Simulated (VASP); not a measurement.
Crystal: CdSe (Cadmoselite).

```
Cd Se
1.0
     4.35659    0.00000    0.00000
    -2.17829    3.77291    0.00000
     0.00000    0.00000    7.11238
Cd Se
2 2
Cartesian
  2.1783 1.2576 3.5562
  0.0000 2.5153 0.0000
  2.1783 1.2576 6.2945
  0.0000 2.5153 2.7383
```

This cell differs from its parent crystal: volume scaled by 1.04.

Base run:

| Item | Value |
| --- | --- |
| Program | VASP 6.6.1 |
| Functional | PBE |
| Potentials or basis | VASP PAW PBE potentials, release 64 (Cd, Se) |
| Cutoff | 520 eV |
| k mesh | 7 × 7 × 4 |
| Occupations | fermi-dirac, width 0.05 eV |
| Spin | no spin polarisation |

Its results: band gap on the k mesh 0.62 eV, direct; pressure 1.2 GPa; largest force 0.252 eV/Å.

**Question.** The run is repeated on the same cell with these changes: functional from PBE to LDA; potentials or basis from VASP PAW PBE potentials, release 64 (Cd, Se) to VASP PAW LDA potentials, release 64 (Cd, Se). What comes out?

**Answer.** Band gap on the k mesh 0.38 eV, direct; pressure -3.2 GPa; largest force 0.227 eV/Å.

